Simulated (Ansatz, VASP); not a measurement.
# Sb: VASP beside Ansatz

```
Sb
1.0
     3.33385    0.00000    0.00000
     0.00000    3.33385    0.00000
     0.00000    0.00000   25.42950
Sb
5
Direct
  0.00000 0.00000 0.32383
  0.50000 0.50000 0.40575
  0.00000 0.00000 0.50000
  0.50000 0.50000 0.59425
  0.00000 0.00000 0.67617
```

Alike in both runs: functional PBEsol; k mesh 11 × 11 × 1; occupations fermi-dirac, width 0.1 eV; no spin polarisation.

Ansatz relaxed the structure, and its values are those at the end. VASP's run is a single point on that final structure, the one shown.

|  | VASP | Ansatz |
| --- | --- | --- |
| version | VASP 6.6.1 | Ansatz 0.2.0 |
| potentials or method | VASP PAW PBE potentials, release 64 (Sb) | PAW with Ansatz's default frozen-core files, scalar-relativistic |
| plane-wave cutoff (eV) | 520 | 420 |
| valence electrons in the cell | 25 | 75 |

VASP gave:

| Quantity | Value |
| --- | --- |
| rms of the force components (eV/Å) | 0.006 |

**Question.** Which values does Ansatz return?

**Answer.** rms of the force components (eV/Å): 0.001.

VASP's potentials were made for PBE, not for PBEsol. VASP's potentials hold 25 valence electrons a cell and Ansatz's 75, so a difference there can come from the potentials and not from the codes. Ansatz's warnings: stress scf threshold loose.

Spin-orbit coupling is off throughout.
